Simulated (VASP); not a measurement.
# BaCu3 (Pm-3m) in VASP: settings compared

BaCu3 is run at these levels: PBE, PBEsol, LDA; tasks: single point.

All numbers are computed with VASP 6.6.1; they aren't measurements. Logs are shortened: lines on timing, memory, paths and dates and some standing lists are left out, and cuts for length are marked.

### Step 1. The cell of the first run

The structure is cubic, space group Pm-3m (No. 221). The conventional cell has a = 4.450 Å, b = 4.450 Å, c = 4.450 Å, α = 90.00°, β = 90.00°, γ = 90.00°. Within 4.1 Å of Ba (site symmetry m-3m) lie 12 Cu at 3.15 Å. Within 4.1 Å of Cu (site symmetry 4/mmm) lie 4 Ba at 3.15 Å and 8 Cu at 3.15 Å.

### Step 2. Single point, PBE

Input file INCAR:

```
ALGO = Fast
EDIFF = 1E-6
ENCUT = 520
GGA = PE
ISIF = 2
ISMEAR = 0
LASPH = T
LCHARG = F
LREAL = F
LWAVE = F
NBANDS = 30
NELM = 100
PREC = Accurate
SIGMA = 0.05
```

Input file KPOINTS:

```
k-points
0
Gamma
  8 8 8
```

Input file POSCAR:

```
BaCu3
1.0
    4.4499736190      0.0000000000      0.0000000000
    0.0000000000      4.4499736190      0.0000000000
    0.0000000000      0.0000000000      4.4499736190
Ba Cu
1 3
Direct
    0.0000000000      0.0000000000      0.0000000000
    0.0000000000      0.5000000000      0.5000000000
    0.5000000000      0.5000000000      0.0000000000
    0.5000000000      0.0000000000      0.5000000000
```

Potentials or basis: VASP PAW PBE potentials, release 64 (Ba_sv, Cu).

On the command line:

```console
> cat potpaw_PBE.64/Ba_sv/POTCAR potpaw_PBE.64/Cu/POTCAR > POTCAR
> mpirun -np 1 vasp_std > vasp.out
```

OUTCAR:

```text
EDIFF = 1E-6
   ENCUT = 520
   GGA = PE
   ISIF = 2
   ISMEAR = 0
   LASPH = T
   LREAL = F
   NELM = 100
   PREC = Accurate

 ion  position               nearest neighbor table
   1  0.000  0.000  0.000-   2 3.15   3 3.15   4 3.15   2 3.15   4 3.15   2 3.15   3 3.15   2 3.15
                             3 3.15   4 3.15   4 3.15   3 3.15
   2  0.000  0.500  0.500-   1 3.15   1 3.15   1 3.15   1 3.15
   3  0.500  0.500  0.000-   1 3.15   1 3.15   1 3.15   1 3.15
   4  0.500  0.000  0.500-   1 3.15   1 3.15   1 3.15   1 3.15

  LATTYP: Found a simple cubic cell.
 ALAT       =     4.4499736190

  Lattice vectors:

 A1 = (   4.4499736190,   0.0000000000,   0.0000000000)
 A2 = (   0.0000000000,   4.4499736190,   0.0000000000)
 A3 = (   0.0000000000,   0.0000000000,   4.4499736190)

Analysis of symmetry for initial positions (statically):
=====================================================================
 Subroutine PRICEL returns:
 Original cell was already a primitive cell.

 Routine SETGRP: Setting up the symmetry group for a
 simple cubic supercell.

 Subroutine GETGRP returns: Found 48 space group operations
 (whereof 48 operations were pure point group operations)
 out of a pool of 48 trial point group operations.

The static configuration has the point symmetry O_h .

Analysis of symmetry for dynamics (positions and initial velocities):
=====================================================================
 Subroutine PRICEL returns:
 Original cell was already a primitive cell.

 Routine SETGRP: Setting up the symmetry group for a
 simple cubic supercell.

 Subroutine GETGRP returns: Found 48 space group operations
 (whereof 48 operations were pure point group operations)
 out of a pool of 48 trial point group operations.

The dynamic configuration has the point symmetry O_h .

 Subroutine INISYM returns: Found 48 space group operations
 (whereof 48 operations are pure point group operations),
 and found     1 'primitive' translations

----------------------------------------------------------------------------------------

                                     Primitive cell

  volume of cell :      88.1196

  direct lattice vectors                    reciprocal lattice vectors
     4.449973619  0.000000000  0.000000000     0.224720433  0.000000000  0.000000000
[... 84 lines left out ...]
   ISPIN  =      1    spin polarized calculation?
   LNONCOLLINEAR =      F non collinear calculations
   LSORBIT =      F    spin-orbit coupling
   LASPH  =      T    aspherical Exc in radial PAW
   ENCUT  =  520.0 eV  38.22 Ry    6.18 a.u.   8.27  8.27  8.27*2*pi/ulx,y,z
   NELM   =    100;   NELMIN=  2; NELMDL= -5     # of ELM steps
   EDIFF  = 0.1E-05   stopping-criterion for ELM
   LREAL  =      F    real-space projection
   EDIFFG = 0.1E-04   stopping-criterion for IOM
   NSW    =      0    number of steps for IOM
   IBRION =     -1    ionic relax: 0-MD 1-quasi-New 2-CG
   NFREE  =      0    steps in history (QN), initial steepest desc. (CG)
   ISIF   =      2    stress and relaxation
   ISYM   =      2    0-nonsym 1-usesym 2-fastsym
   POTIM  = 0.5000    time-step for ionic-motion
   TEBEG  =    0.0;   TEEND  =   0.0 temperature during run
   PSTRESS=    0.0 pullay stress
   NELECT =      43.0000    total number of electrons
   NUPDOWN=      -1.0000    fix difference up-down
   EMIN   =  10.00;   EMAX   =-10.00  energy-range for DOS
   EFERMI =   0.00;   METHOD = LEGACY
   ISMEAR =     0;   SIGMA  =   0.05  broadening in eV -4-tet -1-fermi 0-gaus
   EFERMI_NEDOS =   21; number of points for ismear=-14 and -15
   IALGO  =     68    algorithm
   IMIX   =      4    mixing-type and parameters
     AMIX     =   0.40;   BMIX     =  1.00
     AMIX_MAG =   1.60;   BMIX_MAG =  1.00
  volume/ion in A,a.u.               =      22.03       148.67
  Fermi-wavevector in a.u.,A,eV,Ry     =   1.288863  2.435599 22.601573  1.661169
  Thomas-Fermi vector in A             =   2.420791
   LORBIT       =      0    0 simple, 1 ext, 2 COOP (PROOUT), +10 PAW based schemes
   GGA     = PE    functional components
   LHFCALC =     F    Hartree Fock is set to
   AEXX    =    0.0000 exact exchange contribution
   IVDW    =     0    specifies the selected vdW correction
   LEPSILON=     F    determine dielectric tensor
   LRPA    =     F    only Hartree local field effects (RPA)
 non-spin polarized calculation
 RMM-DIIS sequential band-by-band and
 Gauss-broadening in eV      SIGMA  =   0.05
  energy-cutoff  :      520.00
  volume of cell :       88.12
 maximum number of plane-waves:      2392
 NGX is ok and might be reduce to    36
   NGX = 17   NGY = 17   NGZ = 17

 number of electron      43.0000060 magnetization

 Free energy of the ion-electron system (eV)
  ---------------------------------------------------
  ext. energy  EPLUGINS =         0.00000000
  ---------------------------------------------------
  free energy    TOTEN  =       -10.98003138 eV

  energy without entropy =      -10.97589761  energy(sigma->0) =      -10.97796449

 E-fermi :   3.6923     XC(G=0): -10.1052

 val. band max:        3.6100004428   @ k =   0.3750   0.2500   0.2500
 cond. band min:       3.6971845825   @ k =   0.3750   0.2500   0.1250
 fundamental gap:      0.0871841397
 Fermi energy:         3.6922864368

 k-point     1 :       0.0000    0.0000    0.0000
  band No.  band energies     occupation
      1     -23.5906      2.00000
      2      -8.8613      2.00000
      3      -8.8613      2.00000
      4      -8.8613      2.00000
      5      -1.7833      2.00000
      6       0.3918      2.00000
[... 781 lines left out ...]
     29      10.1138      0.00000
     30      11.1019      0.00000

 [... further k-points ...]
[... 5 lines left out ...]
  --------------------------------------------------------------------------------------
  -------------------------------------------------------------------------------------
  Total        0.4136828      0.4136828      0.4136828      0.0000000      0.0000000     -0.0000000
  in kB        7.5215225      7.5215225      7.5215225      0.0000000      0.0000000     -0.0000000
  external PRESSURE =       7.5215225 kB  Pullay stress =       0.0000000 kB

 VOLUME and BASIS-vectors are now :
 -----------------------------------------------------------------------------
  energy-cutoff  :      520.00
  volume of cell :       88.12
      direct lattice vectors                 reciprocal lattice vectors
     4.449973619  0.000000000  0.000000000     0.224720433  0.000000000  0.000000000
     0.000000000  4.449973619  0.000000000     0.000000000  0.224720433  0.000000000
     0.000000000  0.000000000  4.449973619     0.000000000  0.000000000  0.224720433

 POSITION                                       TOTAL-FORCE (eV/Angst)
 -----------------------------------------------------------------------------------
      0.00000      0.00000      0.00000         0.000000      0.000000      0.000000
      0.00000      2.22499      2.22499         0.000000      0.000000      0.000000
      2.22499      2.22499      0.00000         0.000000      0.000000      0.000000
      2.22499      0.00000      2.22499         0.000000      0.000000      0.000000
 -----------------------------------------------------------------------------------
    total drift:                                0.000000      0.000000      0.000000

  FREE ENERGIE OF THE ION-ELECTRON SYSTEM (eV)
  ---------------------------------------------------
  free  energy   TOTEN  =       -10.9800313831 eV

  energy  without entropy=      -10.9758976053  energy(sigma->0) =      -10.97796449
```

stdout:

```text
POSCAR found type information on POSCAR BaCu
 POSCAR found :  2 types and       4 ions
 scaLAPACK will be used
 LDA part: xc-table for (Slater+PW92), standard interpolation
 POSCAR, INCAR and KPOINTS ok, starting setup
 FFT: planning ... GRIDC
 FFT: planning ... GRID_SOFT
 FFT: planning ... GRID
 WAVECAR not read
 entering main loop
```

Wall time 71 s (1 thread of Intel Xeon 6975P-C (Granite Rapids), shared host); peak memory 0.25 GiB.

What came out:

```yaml
Free_energy: -10.9800 eV
Pressure: 0.8 GPa
Band_gap_on_the_k_mesh: zero (an odd number of electrons rules out a gap without spin polarisation)
```

Levels at points of the mesh, in eV from the Fermi level:
```
           k point  band 18  band 19  band 20  band 21  band 22  band 23  band 24  band 25  band 26  band 27
(0.00, 0.00, 0.00)    -1.69    -1.69    -1.69     0.80     0.80     2.50     2.50     2.50     5.15     5.15
(0.50, 0.00, 0.00)    -1.97    -1.95    -1.87    -1.69     1.25     1.28     1.28     2.89     5.18     5.23
(0.50, 0.50, 0.00)    -2.02    -2.02    -1.97    -0.73    -0.27    -0.27     2.20     2.20     5.09     5.51
(0.50, 0.50, 0.50)    -1.80    -1.80    -0.39    -0.39    -0.39    -0.23     2.16     2.16     2.16     6.22
```

Caveat: spin-orbit coupling is left out, which moves the levels of the heavy elements.

### Step 3. Single point, PBEsol

Input file INCAR:

```
SYSTEM = BaCu3
PREC = Accurate ; ENCUT = 520
EDIFF = 1E-7 ; ISMEAR = 0
SIGMA = 0.05 ; LREAL = .FALSE.
LASPH = .TRUE. ; NELM = 80
ALGO = Normal ; ISIF = 2
LWAVE = .FALSE. ; LCHARG = .TRUE.
GGA = PS ; LELF = .TRUE.
LVHAR = .TRUE. ; NBANDS = 30
```

Input file KPOINTS:

```
regular mesh
0
G
  8 8 8
  0 0 0
```

POSCAR is that of step 2.

Potentials or basis: VASP PAW PBE potentials, release 64 (Ba_sv, Cu).

On the command line:

```console
> cat potpaw_PBE.64/Ba_sv/POTCAR potpaw_PBE.64/Cu/POTCAR > POTCAR
> mpirun -np 1 vasp_std > vasp.out
```

Run time: 62 s. Hardware: 1 thread of Intel Xeon 6975P-C (Granite Rapids), shared host; peak memory 0.24 GiB.

It converged, with:

* Free energy: -12.5186 eV
* Pressure: -2.5 GPa
* Band gap on the k mesh: zero (an odd number of electrons rules out a gap without spin polarisation)

Levels at points of the mesh, in eV from the Fermi level:
```
           k point  band 19  band 20  band 21  band 22  band 23  band 24  band 25  band 26
(0.00, 0.00, 0.00)    -1.67    -1.67     0.80     0.80     2.49     2.49     2.49     5.17
(0.50, 0.00, 0.00)    -1.93    -1.86    -1.67     1.25     1.27     1.27     2.89     5.20
(0.50, 0.50, 0.00)    -2.00    -1.95    -0.75    -0.26    -0.26     2.20     2.20     5.08
(0.50, 0.50, 0.50)    -1.79    -0.38    -0.38    -0.38    -0.25     2.16     2.16     2.16
```

Caveat: the PAW data sets were made with another functional, which shifts forces and pressure a little; spin-orbit coupling is left out, which moves the levels of the heavy elements.

### Step 4. Single point, LDA

Input file INCAR:

```
PREC = Accurate
ENCUT = 520
EDIFF = 1E-6
ISMEAR = 0
SIGMA = 0.05
LREAL = F
LASPH = T
NELM = 80
ALGO = Fast
ISIF = 2
LWAVE = F
LCHARG = T
LELF = T
LVHAR = T
NBANDS = 30
```

Input file KPOINTS:

```
regular mesh
0
Gamma
  8 8 8
```

POSCAR is that of step 3.

Potentials or basis: VASP PAW LDA potentials, release 64 (Ba_sv, Cu).

On the command line:

```console
> cat potpaw_LDA.64/Ba_sv/POTCAR potpaw_LDA.64/Cu/POTCAR > POTCAR
> mpirun -np 1 vasp_std > vasp.out
```

It took 78 s on 1 thread of Intel Xeon 6975P-C (Granite Rapids), shared host; peak memory 0.22 GiB.

Results (log left out):

```yaml
Free_energy: -13.5563 eV
Pressure: -4.6 GPa
Band_gap_on_the_k_mesh: zero (an odd number of electrons rules out a gap without spin polarisation)
```

Levels at points of the mesh, in eV from the Fermi level:
```csv
k point,band 19,band 20,band 21,band 22,band 23,band 24,band 25,band 26
"(0.00, 0.00, 0.00)",-1.71,-1.71,0.80,0.80,2.53,2.53,2.53,5.20
"(0.50, 0.00, 0.00)",-1.96,-1.89,-1.70,1.28,1.30,1.30,2.83,5.23
"(0.50, 0.50, 0.00)",-2.03,-1.98,-0.70,-0.27,-0.27,2.22,2.22,5.11
"(0.50, 0.50, 0.50)",-1.82,-0.40,-0.40,-0.40,-0.17,2.21,2.21,2.21
```

Caveat: the cell stands under tension; spin-orbit coupling is left out, which moves the levels of the heavy elements.

### Step 5. Summary

```csv
level,potentials or basis,gap on the mesh (eV),pressure (GPa)
PBE,"VASP PAW PBE potentials, release 64 (Ba_sv, Cu)",none,0.8
PBEsol,"VASP PAW PBE potentials, release 64 (Ba_sv, Cu)",none,-2.5
LDA,"VASP PAW LDA potentials, release 64 (Ba_sv, Cu)",none,-4.6
```

Alike in all rows: task single point; no spin polarisation; cell as given; k mesh 8 × 8 × 8; cutoff (eV) 520; smearing gaussian 0.05 eV.

Caveats: spin-orbit coupling is left out, which moves the levels of the heavy elements; the PAW data sets were made with another functional, which shifts forces and pressure a little (at least some runs); the cell stands under tension (at least some runs).

Total energies depend on the potentials used, so only differences within one code and one set of settings carry meaning.
